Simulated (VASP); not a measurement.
# Al3P2 (P4/mmm) in VASP: further runs

Runs on Al3P2. Level: PBE. Tasks: single point.

Program: VASP 6.6.1. These are calculated values, not measurements. Logs are shortened: lines on timing, memory, paths and dates and some standing lists are left out, and cuts for length are marked.

### 1 The cell of the first run

Symmetry: P4/mmm, No. 123, tetragonal system. The conventional cell has a = 3.343 Å, b = 3.343 Å, c = 7.542 Å, α = 90.00°, β = 90.00°, γ = 90.00°. Al (site symmetry 4/mmm) has 12 Al at 2.84 to 3.34 Å within 3.7 Å. Within 3.6 Å of Al (site symmetry 4mm) lie 4 P at 2.75 Å and 9 Al at 2.84 to 3.34 Å. P (site symmetry mmm) has 4 P at 2.36 Å and 4 Al at 2.75 Å within 3.1 Å.

The cell was generated, and may not be a known phase.

### 2 Single point, PBE

INCAR

```
SYSTEM = Al3P2
PREC = Accurate
ENCUT = 520
EDIFF = 1E-7
ISMEAR = 0
SIGMA = 0.1
LREAL = .FALSE.
LASPH = .TRUE.
NELM = 80
ALGO = Normal
ISIF = 2
LWAVE = .FALSE.
LCHARG = .FALSE.
GGA = PE
NBANDS = 18
```

KPOINTS

```
regular mesh
0
G
  4 4 4
  0 0 0
```

POSCAR

```
Al3P2
1.0
    3.3426604204      0.0000000000      0.0000000000
    0.0000000000      3.3426604204      0.0000000000
    0.0000000000      0.0000000000      7.5420795238
Al P
3 2
Direct
    0.5000000000      0.5000000000      0.0000000000
    0.0000000000      0.0000000000      0.2096737912
    0.0000000000      0.0000000000      0.7903262088
    0.0000000000      0.5000000000      0.5000000000
    0.5000000000      0.0000000000      0.5000000000
```

Potentials or basis: VASP PAW PBE potentials, release 64 (Al, P).

Command:

```sh
$ cat potpaw_PBE.64/Al/POTCAR potpaw_PBE.64/P/POTCAR > POTCAR
$ mpirun -np 1 vasp_std > vasp.out
```

OUTCAR:

```text
SYSTEM = Al3P2
   PREC = Accurate
   ENCUT = 520
   EDIFF = 1E-7
   ISMEAR = 0
   LREAL = .FALSE.
   LASPH = .TRUE.
   NELM = 80
   ISIF = 2
   GGA = PE

 ion  position               nearest neighbor table
   1  0.500  0.500  0.000-   2 2.84   3 2.84   2 2.84   3 2.84   2 2.84   3 2.84   2 2.84   3 2.84

   2  0.000  0.000  0.210-   4 2.75   5 2.75   4 2.75   5 2.75   1 2.84   1 2.84   1 2.84   1 2.84
                             3 3.16
   3  0.000  0.000  0.790-   4 2.75   5 2.75   4 2.75   5 2.75   1 2.84   1 2.84   1 2.84   1 2.84
                             2 3.16
   4  0.000  0.500  0.500-   5 2.36   5 2.36   5 2.36   5 2.36   3 2.75   3 2.75   2 2.75   2 2.75

   5  0.500  0.000  0.500-   4 2.36   4 2.36   4 2.36   4 2.36   2 2.75   3 2.75   2 2.75   3 2.75

  LATTYP: Found a simple tetragonal cell.
 ALAT       =     3.3426604204
 C/A-ratio  =     2.2563104160

  Lattice vectors:

 A1 = (   3.3426604204,   0.0000000000,   0.0000000000)
 A2 = (   0.0000000000,   3.3426604204,   0.0000000000)
 A3 = (   0.0000000000,   0.0000000000,   7.5420795238)

Analysis of symmetry for initial positions (statically):
=====================================================================
 Subroutine PRICEL returns:
 Original cell was already a primitive cell.

 Routine SETGRP: Setting up the symmetry group for a
 simple tetragonal supercell.

 Subroutine GETGRP returns: Found 16 space group operations
 (whereof 16 operations were pure point group operations)
 out of a pool of 16 trial point group operations.

The static configuration has the point symmetry D_4h.

Analysis of symmetry for dynamics (positions and initial velocities):
=====================================================================
 Subroutine PRICEL returns:
 Original cell was already a primitive cell.

 Routine SETGRP: Setting up the symmetry group for a
 simple tetragonal supercell.

 Subroutine GETGRP returns: Found 16 space group operations
 (whereof 16 operations were pure point group operations)
 out of a pool of 16 trial point group operations.

The dynamic configuration has the point symmetry D_4h.

 Subroutine INISYM returns: Found 16 space group operations
 (whereof 16 operations are pure point group operations),
 and found     1 'primitive' translations

----------------------------------------------------------------------------------------

[... 92 lines left out ...]
   LREAL  =      F    real-space projection
   EDIFFG = 0.1E-05   stopping-criterion for IOM
   NSW    =      0    number of steps for IOM
   IBRION =     -1    ionic relax: 0-MD 1-quasi-New 2-CG
   NFREE  =      0    steps in history (QN), initial steepest desc. (CG)
   ISIF   =      2    stress and relaxation
   ISYM   =      2    0-nonsym 1-usesym 2-fastsym
   POTIM  = 0.5000    time-step for ionic-motion
   TEBEG  =    0.0;   TEEND  =   0.0 temperature during run
   PSTRESS=    0.0 pullay stress
   NELECT =      19.0000    total number of electrons
   NUPDOWN=      -1.0000    fix difference up-down
   EMIN   =  10.00;   EMAX   =-10.00  energy-range for DOS
   EFERMI =   0.00;   METHOD = LEGACY
   ISMEAR =     0;   SIGMA  =   0.10  broadening in eV -4-tet -1-fermi 0-gaus
   EFERMI_NEDOS =   21; number of points for ismear=-14 and -15
   IALGO  =     38    algorithm
   IMIX   =      4    mixing-type and parameters
     AMIX     =   0.40;   BMIX     =  1.00
     AMIX_MAG =   1.60;   BMIX_MAG =  1.00
  volume/ion in A,a.u.               =      16.85       113.74
  Fermi-wavevector in a.u.,A,eV,Ry     =   0.996401  1.882925 13.508068  0.992815
  Thomas-Fermi vector in A             =   2.128487
   LORBIT       =      0    0 simple, 1 ext, 2 COOP (PROOUT), +10 PAW based schemes
   GGA     = PE    functional components
   LHFCALC =     F    Hartree Fock is set to
   AEXX    =    0.0000 exact exchange contribution
   IVDW    =     0    specifies the selected vdW correction
   LEPSILON=     F    determine dielectric tensor
   LRPA    =     F    only Hartree local field effects (RPA)
 non-spin polarized calculation
 Gauss-broadening in eV      SIGMA  =   0.10
  energy-cutoff  :      520.00
  volume of cell :       84.27
 maximum number of plane-waves:      2296
 NGX is ok and might be reduce to    28
   NGX = 13   NGY = 13   NGZ = 29

 number of electron      18.9999998 magnetization

 Free energy of the ion-electron system (eV)
  ---------------------------------------------------
  ext. energy  EPLUGINS =         0.00000000
  ---------------------------------------------------
  free energy    TOTEN  =       -21.34561276 eV

  energy without entropy =      -21.33619033  energy(sigma->0) =      -21.34090154

 E-fermi :   7.9136     XC(G=0): -10.2739

 val. band max:        7.9099829596   @ k =   0.5000   0.0000   0.0000
 cond. band min:       7.9430895792   @ k =   0.5000   0.0000   0.0000
 fundamental gap:      0.0331066197
 Fermi energy:         7.9136330948

 k-point     1 :       0.0000    0.0000    0.0000
  band No.  band energies     occupation
      1      -7.8535      2.00000
      2      -1.3796      2.00000
      3      -0.8077      2.00000
      4       3.4306      2.00000
      5       3.4306      2.00000
      6       3.5994      2.00000
[... 355 lines left out ...]
      5       3.8011      2.00000
      6       3.8011      2.00000
[... 10 lines left out ...]
     17      16.0585      0.00000
     18      16.3183      0.00000

------------------------ aborting loop because EDIFF is reached ----------------------------------------

  FORCE on cell =-STRESS in cart. coord.  units (eV):
  Direction    XX          YY          ZZ          XY          YZ          ZX
  --------------------------------------------------------------------------------------
  -------------------------------------------------------------------------------------
  Total        0.0067078      0.0067078     -0.0085035      0.0000000      0.0000000      0.0000000
  in kB        0.1275301      0.1275301     -0.1616721      0.0000000      0.0000000      0.0000000
  external PRESSURE =       0.0311294 kB  Pullay stress =       0.0000000 kB

 VOLUME and BASIS-vectors are now :
 -----------------------------------------------------------------------------
  energy-cutoff  :      520.00
  volume of cell :       84.27
      direct lattice vectors                 reciprocal lattice vectors
     3.342660420  0.000000000  0.000000000     0.299162904  0.000000000  0.000000000
     0.000000000  3.342660420  0.000000000     0.000000000  0.299162904  0.000000000
     0.000000000  0.000000000  7.542079524     0.000000000  0.000000000  0.132589427

 POSITION                                       TOTAL-FORCE (eV/Angst)
 -----------------------------------------------------------------------------------
      1.67133      1.67133      0.00000        -0.000000     -0.000000      0.000000
      0.00000      0.00000      1.58138         0.000000     -0.000000      0.039979
      0.00000      0.00000      5.96070        -0.000000      0.000000     -0.039979
      0.00000      1.67133      3.77104        -0.000000     -0.000000      0.000000
      1.67133      0.00000      3.77104        -0.000000     -0.000000      0.000000
 -----------------------------------------------------------------------------------
    total drift:                               -0.000000     -0.000000      0.000000

  FREE ENERGIE OF THE ION-ELECTRON SYSTEM (eV)
  ---------------------------------------------------
  free  energy   TOTEN  =       -21.3456127597 eV

  energy  without entropy=      -21.3361903284  energy(sigma->0) =      -21.34090154
```

OSZICAR:

```text
N       E                     dE             d eps       ncg     rms          rms(c)
DAV:   1     0.399283895891E+02    0.39928E+02   -0.70882E+03   648   0.850E+02
DAV:   2    -0.182514767350E+02   -0.58180E+02   -0.54226E+02   860   0.130E+02
DAV:   3    -0.214823200368E+02   -0.32308E+01   -0.31563E+01   820   0.279E+01
DAV:   4    -0.215153546236E+02   -0.33035E-01   -0.32985E-01   834   0.339E+00
DAV:   5    -0.215158269383E+02   -0.47231E-03   -0.47227E-03   842   0.406E-01    0.773E+00
DAV:   6    -0.213869938116E+02    0.12883E+00   -0.11192E-01   732   0.139E+00    0.462E+00
DAV:   7    -0.213478701819E+02    0.39124E-01   -0.14141E-01   744   0.161E+00    0.306E-01
DAV:   8    -0.213455596541E+02    0.23105E-02   -0.21160E-02   694   0.655E-01    0.145E-01
DAV:   9    -0.213455907537E+02   -0.31100E-04   -0.55238E-04   808   0.123E-01    0.990E-02
DAV:  10    -0.213456147419E+02   -0.23988E-04   -0.60335E-05   762   0.426E-02    0.443E-02
DAV:  11    -0.213456130175E+02    0.17243E-05   -0.65120E-06   808   0.130E-02    0.515E-03
DAV:  12    -0.213456127941E+02    0.22344E-06   -0.54816E-07   802   0.398E-03    0.305E-03
DAV:  13    -0.213456127597E+02    0.34364E-07   -0.99937E-08   580   0.168E-03
   1 F= -.21345613E+02 E0= -.21340902E+02  d E =-.942243E-02
```

It took 41 s on 1 thread of Intel Xeon 8259CL, shared host; peak memory 0.19 GiB.

What came out:

| Quantity | Value |
| --- | --- |
| Free energy | -21.3456 eV |
| Pressure | 0.0 GPa |
| Largest force | 0.040 eV/Å |
| Band gap on the k mesh | zero (an odd number of electrons rules out a gap without spin polarisation) |

Forces on the atoms (eV/Å):
```
Al   0.000  0.000  0.000
Al   0.000  0.000  0.040
Al   0.000  0.000 -0.040
P    0.000  0.000  0.000
P    0.000  0.000  0.000
```

Levels at points of the mesh, in eV from the Fermi level:
| k point | band 8 | band 9 | band 10 | band 11 | band 12 | band 13 |
| --- | --- | --- | --- | --- | --- | --- |
| (0.00, 0.00, 0.00) | -1.22 | 1.17 | 1.42 | 2.46 | 2.46 | 3.69 |
| (0.50, 0.00, 0.00) | -1.24 | 0.00 | 0.03 | 0.59 | 0.96 | 1.49 |
| (0.50, 0.50, 0.00) | -3.00 | -3.00 | -2.39 | -2.34 | 0.06 | 2.45 |
| (0.00, 0.00, 0.50) | 0.78 | 1.25 | 2.06 | 2.06 | 3.34 | 3.66 |
| (0.50, 0.00, 0.50) | -2.45 | -1.81 | -1.24 | 0.60 | 1.23 | 4.65 |
| (0.50, 0.50, 0.50) | -2.59 | -1.39 | -1.39 | -0.41 | 0.17 | 0.17 |

Caveat: the k points lie up to 0.47 Å⁻¹ apart, too coarse for converged energies and pressures of a metal.

### 3 Single point, PBE

This run uses another cell than the first one, of 17.01 Å³/atom.

INCAR

```
ALGO     = Normal         # electronic algorithm
EDIFF    = 1E-6           # SCF threshold, eV
ENCUT    = 520            # plane-wave cutoff, eV
GGA      = PE             # functional
ISIF     = 2              # what is computed and relaxed
ISMEAR   = 0              # smearing method
LASPH    = T              # aspherical terms in the spheres
LCHARG   = F              # write CHGCAR
LREAL    = F              # projectors in reciprocal space
LWAVE    = F              # write WAVECAR
NBANDS   = 18             # bands
NELM     = 100            # most SCF steps
PREC     = Accurate       # precision mode
SIGMA    = 0.1            # smearing width, eV
```

KPOINTS

```
k-points
0
Gamma
  6 6 2
```

POSCAR

```
Al3P2
1.0
    3.4548941717      0.0000000000      0.0000000000
    0.0000000000      3.4548941717      0.0000000000
    0.0000000000      0.0000000000      7.1263723361
Al P
3 2
Direct
    0.5000000000      0.5000000000      0.0000000000
    0.0000000000      0.0000000000      0.2063650699
    0.0000000000      0.0000000000      0.7936349301
    0.0000000000      0.5000000000      0.5000000000
    0.5000000000      0.0000000000      0.5000000000
```

Potentials or basis: VASP PAW PBE potentials, release 64 (Al, P).

Command:

```sh
$ cat potpaw_PBE.64/Al/POTCAR potpaw_PBE.64/P/POTCAR > POTCAR
$ mpirun -np 1 vasp_std > vasp.out
```

OUTCAR:

```text
EDIFF = 1E-6
   ENCUT = 520
   GGA = PE
   ISIF = 2
   ISMEAR = 0
   LASPH = T
   LREAL = F
   NELM = 100
   PREC = Accurate

 ion  position               nearest neighbor table
   1  0.500  0.500  0.000-   2 2.85   3 2.85   2 2.85   3 2.85   2 2.85   3 2.85   2 2.85   3 2.85

   2  0.000  0.000  0.206-   4 2.71   5 2.71   4 2.71   5 2.71   1 2.85   1 2.85   1 2.85   1 2.85
                             3 2.94
   3  0.000  0.000  0.794-   4 2.71   5 2.71   4 2.71   5 2.71   1 2.85   1 2.85   1 2.85   1 2.85
                             2 2.94
   4  0.000  0.500  0.500-   5 2.44   5 2.44   5 2.44   5 2.44   3 2.71   3 2.71   2 2.71   2 2.71

   5  0.500  0.000  0.500-   4 2.44   4 2.44   4 2.44   4 2.44   2 2.71   3 2.71   2 2.71   3 2.71

  LATTYP: Found a simple tetragonal cell.
 ALAT       =     3.4548941717
 C/A-ratio  =     2.0626890382

  Lattice vectors:

 A1 = (   3.4548941717,   0.0000000000,   0.0000000000)
 A2 = (   0.0000000000,   3.4548941717,   0.0000000000)
 A3 = (   0.0000000000,   0.0000000000,   7.1263723361)

[... 175 lines left out ...]

 E-fermi :   7.8890     XC(G=0): -10.2498

 val. band max:        7.7988686567   @ k =   0.5000   0.5000   0.0000
 cond. band min:       7.9520902302   @ k =   0.3333   0.1667   0.5000
 fundamental gap:      0.1532215735
 Fermi energy:         7.8889878766

 k-point     1 :       0.0000    0.0000    0.0000
  band No.  band energies     occupation
      1      -7.5753      2.00000
      2      -1.2277      2.00000
      3      -0.6544      2.00000
      4       2.5981      2.00000
      5       3.2010      2.00000
      6       3.2010      2.00000
[... 397 lines left out ...]
      5       3.4491      2.00000
      6       3.4491      2.00000
[... 10 lines left out ...]
     17      16.2363      0.00000
     18      16.7376      0.00000

------------------------ aborting loop because EDIFF is reached ----------------------------------------

  FORCE on cell =-STRESS in cart. coord.  units (eV):
  Direction    XX          YY          ZZ          XY          YZ          ZX
  --------------------------------------------------------------------------------------
  -------------------------------------------------------------------------------------
  Total       -0.0556867     -0.0556867     -0.0331395      0.0000000     -0.0000000      0.0000000
  in kB       -1.0488754     -1.0488754     -0.6241916      0.0000000     -0.0000000      0.0000000
  external PRESSURE =      -0.9073141 kB  Pullay stress =       0.0000000 kB

 VOLUME and BASIS-vectors are now :
 -----------------------------------------------------------------------------
  energy-cutoff  :      520.00
  volume of cell :       85.06
      direct lattice vectors                 reciprocal lattice vectors
     3.454894172  0.000000000  0.000000000     0.289444466  0.000000000  0.000000000
     0.000000000  3.454894172  0.000000000     0.000000000  0.289444466  0.000000000
     0.000000000  0.000000000  7.126372336     0.000000000  0.000000000  0.140323850

 POSITION                                       TOTAL-FORCE (eV/Angst)
 -----------------------------------------------------------------------------------
      1.72745      1.72745      0.00000         0.000000     -0.000000      0.000000
      0.00000      0.00000      1.47063        -0.000000      0.000000      0.011402
      0.00000      0.00000      5.65574         0.000000     -0.000000     -0.011402
      0.00000      1.72745      3.56319         0.000000     -0.000000      0.000000
      1.72745      0.00000      3.56319         0.000000     -0.000000      0.000000
 -----------------------------------------------------------------------------------
    total drift:                               -0.000000     -0.000000      0.000000

  FREE ENERGIE OF THE ION-ELECTRON SYSTEM (eV)
  ---------------------------------------------------
  free  energy   TOTEN  =       -21.0451151618 eV

  energy  without entropy=      -21.0386748566  energy(sigma->0) =      -21.04189501
```

OSZICAR:

```text
N       E                     dE             d eps       ncg     rms          rms(c)
DAV:   1     0.363266672905E+02    0.36327E+02   -0.70524E+03   720   0.851E+02
DAV:   2    -0.183898517080E+02   -0.54717E+02   -0.51537E+02   990   0.129E+02
DAV:   3    -0.211817698691E+02   -0.27919E+01   -0.27469E+01   942   0.260E+01
DAV:   4    -0.212088631821E+02   -0.27093E-01   -0.27069E-01   932   0.314E+00
DAV:   5    -0.212092616620E+02   -0.39848E-03   -0.39846E-03   934   0.378E-01    0.720E+00
DAV:   6    -0.210860280033E+02    0.12323E+00   -0.90403E-02   874   0.130E+00    0.431E+00
DAV:   7    -0.210461504561E+02    0.39878E-01   -0.11263E-01   856   0.149E+00    0.316E-01
DAV:   8    -0.210450887309E+02    0.10617E-02   -0.11891E-02   824   0.516E-01    0.145E-01
DAV:   9    -0.210450981587E+02   -0.94278E-05   -0.40827E-04   964   0.100E-01    0.745E-02
DAV:  10    -0.210451145205E+02   -0.16362E-04   -0.47789E-05   878   0.386E-02    0.918E-03
DAV:  11    -0.210451151618E+02   -0.64127E-06   -0.58871E-06   868   0.133E-02
   1 F= -.21045115E+02 E0= -.21041895E+02  d E =-.644031E-02
```

stdout:

```text
POSCAR found type information on POSCAR AlP
 POSCAR found :  2 types and       5 ions
 scaLAPACK will be used
 LDA part: xc-table for (Slater+PW92), standard interpolation
 POSCAR, INCAR and KPOINTS ok, starting setup
 FFT: planning ... GRIDC
 FFT: planning ... GRID_SOFT
 FFT: planning ... GRID
 WAVECAR not read
 entering main loop
```

Run time: 42 s. Hardware: 1 thread of Intel Xeon 8259CL, shared host; peak memory 0.19 GiB.

What came out:

- Free energy: -21.0451 eV
- Pressure: -0.1 GPa
- Largest force: 0.011 eV/Å
- Band gap on the k mesh: zero (an odd number of electrons rules out a gap without spin polarisation)

Forces in eV/Å, atoms in the order of the input:
```
Al   0.000  0.000  0.000
Al   0.000  0.000  0.011
Al   0.000  0.000 -0.011
P    0.000  0.000  0.000
P    0.000  0.000  0.000
```

Levels at points of the mesh, in eV from the Fermi level:
| k point | band 7 | band 8 | band 9 | band 10 | band 11 | band 12 |
| --- | --- | --- | --- | --- | --- | --- |
| (0.00, 0.00, 0.00) | -1.90 | -0.37 | 0.75 | 1.11 | 1.83 | 1.83 |
| (0.50, 0.00, 0.00) | -2.24 | -1.56 | -0.33 | 0.41 | 0.76 | 0.83 |
| (0.50, 0.50, 0.00) | -3.48 | -3.12 | -3.12 | -2.61 | -2.59 | -0.09 |
| (0.00, 0.00, 0.50) | -4.68 | 0.54 | 0.62 | 1.31 | 1.31 | 3.53 |
| (0.50, 0.00, 0.50) | -2.34 | -2.24 | -2.01 | -1.55 | -0.30 | 0.53 |
| (0.50, 0.50, 0.50) | -4.28 | -2.94 | -1.30 | -1.30 | -0.46 | 0.49 |

Caveat: the k points lie up to 0.44 Å⁻¹ apart, too coarse for converged energies and pressures of a metal.

The gap in the log of VASP goes by the Fermi energy; the results here count the filled bands.